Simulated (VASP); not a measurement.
# Ti7Mo (R-3m) in VASP: notebook

Ti7Mo is run at these levels: LDA; tasks: relaxation of cell and atoms.

Everything below comes from runs of VASP 6.6.1. Logs are shortened: lines on timing, memory, paths and dates and some standing lists are left out, and cuts for length are marked.

### Step 1. The cell of the first run

Symmetry: R-3m, No. 166, trigonal system. The conventional cell has a = 9.235 Å, b = 9.235 Å, c = 11.311 Å, α = 90.00°, β = 90.00°, γ = 120.00°. Within 3.7 Å of Mo (site symmetry 3m) lie 13 Ti at 2.83 to 3.27 Å and 1 Mo at 2.83 Å. Within 3.7 Å of Ti (site symmetry m) lie 11 Ti at 2.83 to 3.27 Å and 3 Mo at 2.83 to 3.27 Å. Ti (site symmetry m) has 1 Mo at 2.83 Å and 13 Ti at 2.83 to 3.27 Å within 3.7 Å. Ti (site symmetry 3m) has 1 Mo at 2.83 Å and 13 Ti at 2.83 to 3.27 Å within 3.7 Å.

### Step 2. Relaxation of cell and atoms, LDA

The input, INCAR:

```
SYSTEM = Ti7Mo
PREC = Accurate ; ENCUT = 600
EDIFF = 1E-6 ; ISMEAR = 1
SIGMA = 0.1 ; LREAL = .False.
LASPH = .True. ; NELM = 80
ALGO = Normal ; ISIF = 3
LWAVE = .False. ; LCHARG = .False.
GGA = CA ; IBRION = 2
NSW = 90 ; EDIFFG = -0.01
KPAR = 4
```

The input, KPOINTS:

```
Automatic mesh
0
Gamma
  6 6 6
  0 0 0
```

The input, POSCAR:

```
Ti7Mo
1.0
    6.5302075000      0.0000000000      0.0000000000
    0.0000000000      6.5302075000      0.0000000000
    0.0000000000      0.0000000000      6.5302075000
Mo Ti
2 14
Direct
    0.0000000000      0.0000000000      0.0000000000
    0.2500000000      0.2500000000      0.2500000000
    0.5000000000      0.0000000000      0.0000000000
    0.0000000000      0.5000000000      0.0000000000
    0.0000000000      0.0000000000      0.5000000000
    0.5000000000      0.5000000000      0.0000000000
    0.5000000000      0.0000000000      0.5000000000
    0.7500000000      0.2500000000      0.2500000000
    0.0000000000      0.5000000000      0.5000000000
    0.2500000000      0.7500000000      0.2500000000
    0.2500000000      0.2500000000      0.7500000000
    0.5000000000      0.5000000000      0.5000000000
    0.7500000000      0.7500000000      0.2500000000
    0.7500000000      0.2500000000      0.7500000000
    0.2500000000      0.7500000000      0.7500000000
    0.7500000000      0.7500000000      0.7500000000
```

Potentials or basis: VASP PAW LDA potentials, release 64 (Mo_sv, Ti_sv).

Run with:

```console
$ cat potpaw_LDA.64/Mo_sv/POTCAR potpaw_LDA.64/Ti_sv/POTCAR > POTCAR
$ mpirun -np 4 vasp_std > vasp.out
```

OUTCAR:

```text
SYSTEM = Ti7Mo
   PREC = Accurate
   ENCUT = 600
   EDIFF = 1E-6
   ISMEAR = 1
   LREAL = .False.
   LASPH = .True.
   NELM = 80
   ISIF = 3
   GGA = CA
   IBRION = 2
   NSW = 90
   EDIFFG = -0.01

 ion  position               nearest neighbor table
   1  0.000  0.000  0.000-   2 2.83   8 2.83  10 2.83  11 2.83  13 2.83  14 2.83  15 2.83  16 2.83

   2  0.250  0.250  0.250-   1 2.83   3 2.83   4 2.83   5 2.83   6 2.83   7 2.83   9 2.83  12 2.83

   3  0.500  0.000  0.000-   2 2.83   8 2.83  10 2.83  11 2.83  13 2.83  14 2.83  15 2.83  16 2.83
[... 23 lines left out ...]
  15  0.250  0.750  0.750-   1 2.83   3 2.83   4 2.83   5 2.83   6 2.83   7 2.83   9 2.83  12 2.83

  16  0.750  0.750  0.750-   1 2.83   3 2.83   4 2.83   5 2.83   6 2.83   7 2.83   9 2.83  12 2.83

  LATTYP: Found a simple cubic cell.
 ALAT       =     6.5302075000

  Lattice vectors:

 A1 = (   6.5302075000,   0.0000000000,   0.0000000000)
 A2 = (   0.0000000000,   6.5302075000,   0.0000000000)
 A3 = (   0.0000000000,   0.0000000000,   6.5302075000)

Analysis of symmetry for initial positions (statically):
=====================================================================
 Subroutine PRICEL returns:
 Original cell was already a primitive cell.

 Routine SETGRP: Setting up the symmetry group for a
 simple cubic supercell.

 Subroutine GETGRP returns: Found 12 space group operations
 (whereof  6 operations were pure point group operations)
 out of a pool of 48 trial point group operations.

The static configuration has the point symmetry C_3v.
 The point group associated with its full space group is D_3d.

Analysis of symmetry for dynamics (positions and initial velocities):
=====================================================================
 Subroutine PRICEL returns:
 Original cell was already a primitive cell.

 Routine SETGRP: Setting up the symmetry group for a
 simple cubic supercell.

 Subroutine GETGRP returns: Found 12 space group operations
 (whereof  6 operations were pure point group operations)
 out of a pool of 48 trial point group operations.

The dynamic configuration has the point symmetry C_3v.
 The point group associated with its full space group is D_3d.

 Subroutine INISYM returns: Found 12 space group operations
 (whereof  6 operations are pure point group operations),
 and found     1 'primitive' translations

----------------------------------------------------------------------------------------

                                     Primitive cell

[... 152 lines left out ...]
  energy-cutoff  :      600.00
  volume of cell :      278.47
 maximum number of plane-waves:      9328
 NGX is ok and might be reduce to    54
   NGX = 27   NGY = 27   NGZ = 27

--------------------------------------- Ionic step        1  -------------------------------------------

 number of electron     196.0000098 magnetization

 Free energy of the ion-electron system (eV)
  ---------------------------------------------------
  ext. energy  EPLUGINS =         0.00000000
  ---------------------------------------------------
  free energy    TOTEN  =      -142.15607342 eV

  energy without entropy =     -142.15887462  energy(sigma->0) =     -142.15700715

------------------------ aborting loop because EDIFF is reached ----------------------------------------

  FORCE on cell =-STRESS in cart. coord.  units (eV):
  Direction    XX          YY          ZZ          XY          YZ          ZX
  --------------------------------------------------------------------------------------
  -------------------------------------------------------------------------------------
  Total      -22.5802096    -22.5802096    -22.5802096      0.2500804      0.2500804      0.2500804
  in kB     -129.9144946   -129.9144946   -129.9144946      1.4388291      1.4388291      1.4388291
  external PRESSURE =    -129.9144946 kB  Pullay stress =       0.0000000 kB
[... 37 lines left out ...]
--------------------------------------- Ionic step        2  -------------------------------------------

 number of electron     196.0000002 magnetization

 E-fermi :  10.6372     XC(G=0): -12.9915

 val. band max:       10.6360003754   @ k =   0.3333   0.3333   0.3333
 cond. band min:      10.6405121313   @ k =   0.5000   0.3333   0.1667
 fundamental gap:      0.0045117560
 Fermi energy:        10.6371645547

 k-point     1 :       0.0000    0.0000    0.0000
  band No.  band energies     occupation
      1     -49.0386      2.00000
      2     -48.9326      2.00000
      3     -44.8944      2.00000
      4     -44.6606      2.00000
      5     -44.6606      2.00000
      6     -44.6600      2.00000
[... 2701 lines left out ...]
    109      11.0753     -0.00000
    110      11.1066     -0.00000

 [... further k-points ...]

 [bands above 110 left out]

------------------------ aborting loop because EDIFF is reached ----------------------------------------

  FORCE on cell =-STRESS in cart. coord.  units (eV):
  Direction    XX          YY          ZZ          XY          YZ          ZX
  --------------------------------------------------------------------------------------
  -------------------------------------------------------------------------------------
  Total       23.3038549     23.3038549     23.3038549      0.5599130      0.5599130      0.5599130
  in kB      165.6634362    165.6634362    165.6634362      3.9803334      3.9803334      3.9803334
  external PRESSURE =     165.6634362 kB  Pullay stress =       0.0000000 kB
[... 81 lines left out ...]
  FREE ENERGIE OF THE ION-ELECTRON SYSTEM (eV)
  ---------------------------------------------------
  free  energy   TOTEN  =      -143.6032580271 eV

  energy  without entropy=     -143.6055543934  energy(sigma->0) =     -143.60402348

[... ionic steps 4 to 23 ...]

--------------------------------------- Ionic step       24  -------------------------------------------

 number of electron     196.0000018 magnetization

------------------------ aborting loop because EDIFF is reached ----------------------------------------
[... 95 lines left out ...]
--------------------------------------- Ionic step       26  -------------------------------------------

 number of electron     196.0000028 magnetization

 Free energy of the ion-electron system (eV)
  ---------------------------------------------------
  ext. energy  EPLUGINS =         0.00000000
  ---------------------------------------------------
  free energy    TOTEN  =      -143.95084452 eV

  energy without entropy =     -143.94803421  energy(sigma->0) =     -143.94990775

 E-fermi :   9.2725     XC(G=0): -12.4116

 val. band max:        9.2713145366   @ k =   0.5000   0.3333   0.1667
 cond. band min:       9.2727290981   @ k =  -0.3333   0.5000   0.1667
 fundamental gap:      0.0014145615
 Fermi energy:         9.2724795556

 k-point     1 :       0.0000    0.0000    0.0000
  band No.  band energies     occupation
      1     -50.3596      2.00000
      2     -50.3132      2.00000
      3     -46.4995      2.00000
      4     -46.4446      2.00000
      5     -46.3888      2.00000
      6     -46.3183      2.00000
[... 2221 lines left out ...]
     81       7.5904      2.00000
     82       7.6122      2.00000
```

OSZICAR:

```text
N       E                     dE             d eps       ncg     rms          rms(c)
DAV:   1     0.330748911566E+04    0.33075E+04   -0.10318E+05  7488   0.226E+03
DAV:   2     0.308526319459E+03   -0.29990E+04   -0.29444E+04  7496   0.718E+02
DAV:   3    -0.868843741309E+02   -0.39541E+03   -0.37928E+03 11024   0.233E+02
[... 348 lines left out ...]
DAV:   4    -0.143950887596E+03    0.88724E-05   -0.26721E-04 10120   0.101E-01    0.498E-02
DAV:   5    -0.143950840993E+03    0.46603E-04   -0.16574E-04  9843   0.946E-02    0.143E-02
DAV:   6    -0.143950846132E+03   -0.51390E-05   -0.68157E-05 10184   0.469E-02    0.160E-02
DAV:   7    -0.143950844360E+03    0.17721E-05   -0.22890E-05  9960   0.333E-02    0.549E-03
DAV:   8    -0.143950844515E+03   -0.15553E-06   -0.27767E-06  5696   0.875E-03
  26 F= -.14395084E+03 E0= -.14394991E+03  d E =-.920385E-04
```

Wall time 89 min (4 MPI ranks of Intel Xeon 6975P-C (Granite Rapids), shared host); peak memory 0.99 GiB.

Results:

- Free energy: -143.9508 eV
- Relaxed volume: 15.73 Å³/atom
- Relaxed cell: a = 6.315 Å, b = 6.315 Å, c = 6.315 Å, α = 89.11°, β = 89.11°, γ = 89.11°
- Space group after relaxing (to 0.1 Å): R-3m (No. 166)
- Energy gained by relaxing: 112.2 meV/atom
- Ionic steps: 26
- Pressure after relaxing: 0.0 GPa
- Largest force after relaxing: 0.005 eV/Å
- Band gap on the k mesh: zero (bands 98 and 99 overlap by 0.96 eV)

Forces on the atoms (eV/Å):
```
Mo  -0.003 -0.003 -0.003
Mo   0.003  0.003  0.003
Ti  -0.004  0.001  0.001
Ti   0.001 -0.004  0.001
Ti   0.001  0.001 -0.004
Ti  -0.003 -0.003 -0.001
Ti  -0.003 -0.001 -0.003
Ti   0.004 -0.001 -0.001
Ti  -0.001 -0.003 -0.003
Ti  -0.001  0.004 -0.001
Ti  -0.001 -0.001  0.004
Ti   0.002  0.002  0.002
Ti   0.003  0.003  0.001
Ti   0.003  0.001  0.003
Ti   0.001  0.003  0.003
Ti  -0.002 -0.002 -0.002
```

Step by step:
```tsv
step	energy change (eV)	largest force (eV/Å)	pressure (GPa)	volume (Å³)
1	0.0000	0.6598	-12.99	278.47
2	-0.4025	0.3355	16.57	225.38
3	-1.4472	0.5541	0.39	248.01
4	-1.4476	0.5506	0.72	247.43
5	-1.5974	0.3919	0.82	247.85
6	-1.7345	0.3453	1.42	248.73
7	-1.7459	0.1607	-2.03	255.35
8	-1.7598	0.2333	-0.63	252.51
9	-1.7774	0.1099	-0.29	252.05
10	-1.7805	0.1197	-0.02	251.72
11	-1.7805	0.1159	-0.02	251.76
12	-1.7846	0.1094	0.06	251.57
13	-1.7881	0.0929	0.29	251.16
14	-1.7897	0.0526	-0.27	252.15
15	-1.7897	0.0583	-0.20	252.01
16	-1.7916	0.0378	-0.12	251.85
17	-1.7927	0.0388	0.05	251.53
18	-1.7927	0.0379	0.04	251.59
19	-1.7935	0.0269	-0.02	251.72
20	-1.7937	0.0280	-0.15	252.04
21	-1.7939	0.0213	-0.13	251.93
22	-1.7940	0.0287	0.19	251.41
23	-1.7941	0.0247	0.06	251.64
24	-1.7944	0.0160	0.03	251.69
25	-1.7947	0.0111	-0.01	251.79
26	-1.7948	0.0049	-0.02	251.75
```

Final structure:
```
CELL_PARAMETERS angstrom
6.31464 0.04901 0.04901
0.04901 6.31464 0.04901
0.04901 0.04901 6.31464
ATOMIC_POSITIONS crystal
Mo 0.99922 0.99922 0.99922
Mo 0.25078 0.25078 0.25078
Ti 0.49396 0.01323 0.01323
Ti 0.01323 0.49396 0.01323
Ti 0.01323 0.01323 0.49396
Ti 0.48852 0.48852 0.00658
Ti 0.48852 0.00658 0.48852
Ti 0.75604 0.23677 0.23677
Ti 0.00658 0.48852 0.48852
Ti 0.23677 0.75604 0.23677
Ti 0.23677 0.23677 0.75604
Ti 0.49919 0.49919 0.49919
Ti 0.76148 0.76148 0.24342
Ti 0.76148 0.24342 0.76148
Ti 0.24342 0.76148 0.76148
Ti 0.75081 0.75081 0.75081
```

Levels at points of the mesh, in eV from the Fermi level:
```
           k point  band 95  band 96  band 97  band 98  band 99  band 100
(0.00, 0.00, 0.00)    -0.26    -0.17    -0.13     0.65     0.65      1.02
(0.50, 0.00, 0.00)    -0.06     0.03     0.09     0.10     0.18      0.19
(0.50, 0.50, 0.00)    -0.36    -0.29    -0.20    -0.13    -0.12     -0.01
(0.50, 0.50, 0.50)    -0.69    -0.69    -0.68    -0.31    -0.31     -0.28
```

### Step 3. Relaxation of cell and atoms, LDA

This run uses another cell than the first one, of 15.73 Å³/atom.

The input, INCAR:

```
SYSTEM = Ti7Mo
PREC = Accurate ; ENCUT = 600
EDIFF = 1E-7 ; ISMEAR = 1
SIGMA = 0.1 ; LREAL = .False.
LASPH = .True. ; NELM = 80
ALGO = Normal ; ISIF = 3
LWAVE = .False. ; LCHARG = .False.
GGA = CA ; IBRION = 2
NSW = 90 ; EDIFFG = -0.005
KPAR = 4
```

KPOINTS is that of step 2.

The input, POSCAR:

```
Ti7Mo                                   
1.0
    6.3146421138      0.0490127519      0.0490127519
    0.0490127519      6.3146421138      0.0490127519
    0.0490127519      0.0490127519      6.3146421138
  Mo              Ti            
     2    14
Direct
     0.9992172416316000    0.9992172416316000    0.9992172416316000
     0.2507827583684001    0.2507827583684001    0.2507827583684001
     0.4939647405536448    0.0132288559014072    0.0132288559014072
     0.0132288559014072    0.4939647405536448    0.0132288559014072
     0.0132288559014072    0.0132288559014072    0.4939647405536448
     0.4885171934775797    0.4885171934775797    0.0065823775223840
     0.4885171934775797    0.0065823775223840    0.4885171934775797
     0.7560352594463552    0.2367711440985928    0.2367711440985928
     0.0065823775223840    0.4885171934775797    0.4885171934775797
     0.2367711440985928    0.7560352594463552    0.2367711440985928
     0.2367711440985928    0.2367711440985928    0.7560352594463552
     0.4991881764246521    0.4991881764246521    0.4991881764246521
     0.7614828065224206    0.7614828065224206    0.2434176224776160
     0.7614828065224206    0.2434176224776160    0.7614828065224206
     0.2434176224776160    0.7614828065224206    0.7614828065224206
     0.7508118235753479    0.7508118235753479    0.7508118235753479
```

Potentials or basis: VASP PAW LDA potentials, release 64 (Mo_sv, Ti_sv).

Run with:

```console
$ cat potpaw_LDA.64/Mo_sv/POTCAR potpaw_LDA.64/Ti_sv/POTCAR > POTCAR
$ mpirun -np 4 vasp_std > vasp.out
```

OUTCAR:

```text
SYSTEM = Ti7Mo
   PREC = Accurate
   ENCUT = 600
   EDIFF = 1E-7
   ISMEAR = 1
   LREAL = .False.
   LASPH = .True.
   NELM = 80
   ISIF = 3
   GGA = CA
   IBRION = 2
   NSW = 90
   EDIFFG = -0.005

 ion  position               nearest neighbor table
   1  0.999  0.999  0.999-   8 2.60  10 2.60  11 2.60  13 2.61  14 2.61  15 2.61  16 2.76   2 2.79
                             5 3.13   3 3.13   4 3.13   4 3.19   3 3.19   5 3.19
[... 2974 lines left out ...]
  Total       -0.0004201     -0.0004201     -0.0004201     -0.0159160     -0.0159160     -0.0159160
  in kB       -0.0026733     -0.0026733     -0.0026733     -0.1012920     -0.1012920     -0.1012920
  external PRESSURE =      -0.0026733 kB  Pullay stress =       0.0000000 kB

 VOLUME and BASIS-vectors are now :
 -----------------------------------------------------------------------------
  energy-cutoff  :      600.00
  volume of cell :      251.75
      direct lattice vectors                 reciprocal lattice vectors
     6.314642114  0.049012752  0.049012752     0.158381039 -0.001219848 -0.001219848
     0.049012752  6.314642114  0.049012752    -0.001219848  0.158381039 -0.001219848
     0.049012752  0.049012752  6.314642114    -0.001219848 -0.001219848  0.158381039

 POSITION                                       TOTAL-FORCE (eV/Angst)
 -----------------------------------------------------------------------------------
      6.40765      6.40765      6.40765        -0.002583     -0.002583     -0.002583
      1.60819      1.60819      1.60819         0.002583      0.002583      0.002583
      3.12051      0.10839      0.10839        -0.003735      0.000800      0.000800
      0.10839      3.12051      0.10839         0.000800     -0.003735      0.000800
      0.10839      0.10839      3.12051         0.000800      0.000800     -0.003735
      3.10908      3.10908      0.08945        -0.002966     -0.002966     -0.000787
[... 8 lines left out ...]
      1.61174      4.85774      4.85774         0.000787      0.002966      0.002966
      4.81471      4.81471      4.81471        -0.001638     -0.001638     -0.001638
 -----------------------------------------------------------------------------------
    total drift:                                0.000000      0.000000     -0.000000

  FREE ENERGIE OF THE ION-ELECTRON SYSTEM (eV)
  ---------------------------------------------------
  free  energy   TOTEN  =      -143.9379695055 eV

  energy  without entropy=     -143.9351589129  energy(sigma->0) =     -143.93703264

 reached required accuracy - stopping structural energy minimisation
```

OSZICAR:

```text
N       E                     dE             d eps       ncg     rms          rms(c)
DAV:   1     0.336513549898E+04    0.33651E+04   -0.10235E+05  7488   0.230E+03
DAV:   2     0.331059259668E+03   -0.30341E+04   -0.29769E+04  7504   0.731E+02
DAV:   3    -0.857539468709E+02   -0.41681E+03   -0.39908E+03 10925   0.242E+02
DAV:   4    -0.153004460177E+03   -0.67251E+02   -0.65141E+02 10867   0.784E+01
[... 12 lines left out ...]
DAV:  17    -0.143937970824E+03    0.31376E-04   -0.20430E-04 11144   0.757E-02    0.173E-02
DAV:  18    -0.143937969680E+03    0.11441E-05   -0.36532E-05  9928   0.356E-02    0.548E-03
DAV:  19    -0.143937969675E+03    0.51296E-08   -0.59761E-06 10088   0.132E-02    0.474E-03
DAV:  20    -0.143937969507E+03    0.16840E-06   -0.14576E-06  9408   0.831E-03    0.117E-03
DAV:  21    -0.143937969506E+03    0.12042E-08   -0.13328E-07  4808   0.225E-03
   1 F= -.14393797E+03 E0= -.14393703E+03  d E =-.143938E+03
```

CONTCAR:

```text
Ti7Mo
   1.00000000000000
     6.3146421137999997    0.0490127519000000    0.0490127519000000
     0.0490127519000000    6.3146421137999997    0.0490127519000000
     0.0490127519000000    0.0490127519000000    6.3146421137999997
  Mo              Ti
     2    14
Direct
     0.9992172416315981    0.9992172416315981    0.9992172416315981
     0.2507827583684019    0.2507827583684019    0.2507827583684019
     0.4939647405536434    0.0132288559014100    0.0132288559014100
     0.0132288559014100    0.4939647405536434    0.0132288559014100
     0.0132288559014100    0.0132288559014100    0.4939647405536434
     0.4885171934775769    0.4885171934775769    0.0065823775223848
[... 8 lines left out ...]
     0.2434176224776152    0.7614828065224231    0.7614828065224231
     0.7508118235753471    0.7508118235753471    0.7508118235753471

  0.00000000E+00  0.00000000E+00  0.00000000E+00
  0.00000000E+00  0.00000000E+00  0.00000000E+00
  0.00000000E+00  0.00000000E+00  0.00000000E+00
  0.00000000E+00  0.00000000E+00  0.00000000E+00
  0.00000000E+00  0.00000000E+00  0.00000000E+00
  0.00000000E+00  0.00000000E+00  0.00000000E+00
[... 8 lines left out ...]
  0.00000000E+00  0.00000000E+00  0.00000000E+00
  0.00000000E+00  0.00000000E+00  0.00000000E+00
```

Wall time 4.8 min (4 MPI ranks of Intel Xeon 6975P-C (Granite Rapids), shared host); peak memory 0.83 GiB.

Results:

```
Free energy                  : -143.9380 eV
Pressure after relaxing      : 0.0 GPa
Largest force after relaxing : 0.004 eV/Å
Band gap on the k mesh       : zero (bands 98 and 99 overlap by 0.96 eV)
```

Forces on the atoms (eV/Å):
```
Mo  -0.003 -0.003 -0.003
Mo   0.003  0.003  0.003
Ti  -0.004  0.001  0.001
Ti   0.001 -0.004  0.001
Ti   0.001  0.001 -0.004
Ti  -0.003 -0.003 -0.001
Ti  -0.003 -0.001 -0.003
Ti   0.004 -0.001 -0.001
Ti  -0.001 -0.003 -0.003
Ti  -0.001  0.004 -0.001
Ti  -0.001 -0.001  0.004
Ti   0.002  0.002  0.002
Ti   0.003  0.003  0.001
Ti   0.003  0.001  0.003
Ti   0.001  0.003  0.003
Ti  -0.002 -0.002 -0.002
```

Final structure:
```
CELL_PARAMETERS angstrom
6.31464 0.04901 0.04901
0.04901 6.31464 0.04901
0.04901 0.04901 6.31464
ATOMIC_POSITIONS crystal
Mo 0.99922 0.99922 0.99922
Mo 0.25078 0.25078 0.25078
Ti 0.49396 0.01323 0.01323
Ti 0.01323 0.49396 0.01323
Ti 0.01323 0.01323 0.49396
Ti 0.48852 0.48852 0.00658
Ti 0.48852 0.00658 0.48852
Ti 0.75604 0.23677 0.23677
Ti 0.00658 0.48852 0.48852
Ti 0.23677 0.75604 0.23677
Ti 0.23677 0.23677 0.75604
Ti 0.49919 0.49919 0.49919
Ti 0.76148 0.76148 0.24342
Ti 0.76148 0.24342 0.76148
Ti 0.24342 0.76148 0.76148
Ti 0.75081 0.75081 0.75081
```

Caveat: the relaxation stopped at its first step, so nothing moved.
